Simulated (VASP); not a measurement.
Here is a VASP 6.6.1 calculation.

File POSCAR:

```
KZnF3
1.0
    4.3997043004      0.0000000000      0.0000000000
    0.0000000000      4.3997043004      0.0000000000
    0.0000000000      0.0000000000      3.4317693543
K Zn F
1 1 3
Direct
    0.0000000000      0.0000000000      0.0000000000
    0.5000000000      0.5000000000      0.5000000000
    0.5000000000      0.5000000000      0.0000000000
    0.0000000000      0.5000000000      0.5000000000
    0.5000000000      0.0000000000      0.5000000000
```

Contents of INCAR.step1:

```
SYSTEM = KZnF3
  ALGO = Normal
  EDIFF = 1E-4
  ENCUT = 520
  GGA = PE
  ISMEAR = 0
  LASPH = .TRUE.
  LCHARG = .FALSE.
  LREAL = .FALSE.
  LWAVE = .TRUE.
  NBANDS = 29
  NELM = 80
  PREC = Accurate
  SIGMA = 0.05
```

The input INCAR.step2:

```
SYSTEM = KZnF3
  ALGO = Normal
  EDIFF = 1E-6
  ENCUT = 520
  ISIF = 2
  ISMEAR = 0
  ISTART = 1
  LASPH = .TRUE.
  LCHARG = .FALSE.
  LMIXTAU = .TRUE.
  LREAL = .FALSE.
  LWAVE = .FALSE.
  METAGGA = R2SCAN
  NBANDS = 29
  NELM = 80
  PREC = Accurate
  SIGMA = 0.05
```

Contents of KPOINTS:

```
k-points
0
G
  6 6 6
  0 0 0
```

Potentials or basis: VASP PAW PBE potentials, release 64 (K_sv, Zn, F).

Command:

```console
$ cat potpaw_PBE.64/K_sv/POTCAR potpaw_PBE.64/Zn/POTCAR potpaw_PBE.64/F/POTCAR > POTCAR
$ cp INCAR.step1 INCAR
$ mpirun -np 1 vasp_std > vasp.out
$ cp INCAR.step2 INCAR
$ mpirun -np 1 vasp_std > vasp.out
```

(1) Predict the band gap on the k mesh.

(2) Estimate the pressure.

Results:

(1) 4.25 eV (least direct gap 6.38 eV).

(2) 8.7 GPa.

Caveat: the stress differs along the axes, from -4 to 34 GPa; the PAW data sets were made with another functional, which shifts forces and pressure a little.
